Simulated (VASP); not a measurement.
Input of a VASP 6.6.1 run:

Contents of INCAR:

```
SYSTEM = Bi2Te3
PREC = Accurate
ENCUT = 600
EDIFF = 1E-7
ISMEAR = 0
SIGMA = 0.03
LREAL = .False.
LASPH = .True.
NELM = 80
ALGO = Fast
ISIF = 4
LWAVE = .False.
LCHARG = .False.
GGA = PE
IVDW = 12
IBRION = 2
NSW = 40
EDIFFG = -0.01
```

Contents of KPOINTS:

```
regular mesh
0
Gamma
  7 7 7
  0 0 0
```

Contents of POSCAR:

```
Bi2Te3                                  
1.0
    2.1634278192      1.2490556338      9.9555341054
   -2.1634278192      1.2490556338      9.9555341054
    0.0000000000     -2.4981112677      9.9555341054
  Bi              Te            
     2     3
Direct
     0.4001245877623609    0.4001245877623609    0.4001245877623609
     0.5998754122376390    0.5998754122376390    0.5998754122376390
     0.0000000000000000    0.0000000000000000    0.0000000000000000
     0.2092503255772209    0.2092503255772209    0.2092503255772209
     0.7907496744227791    0.7907496744227791    0.7907496744227791
```

Potentials or basis: VASP PAW PBE potentials, release 64 (Bi_d, Te).

Command:

```sh
$ cat potpaw_PBE.64/Bi_d/POTCAR potpaw_PBE.64/Te/POTCAR > POTCAR
$ mpirun -np 1 vasp_std > vasp.out
```

(1) What does it give for the energy gained by relaxing?

(2) What does it give for the dispersion energy per atom?

## Answers

(1) 2.6 meV/atom.

(2) -0.471 eV.
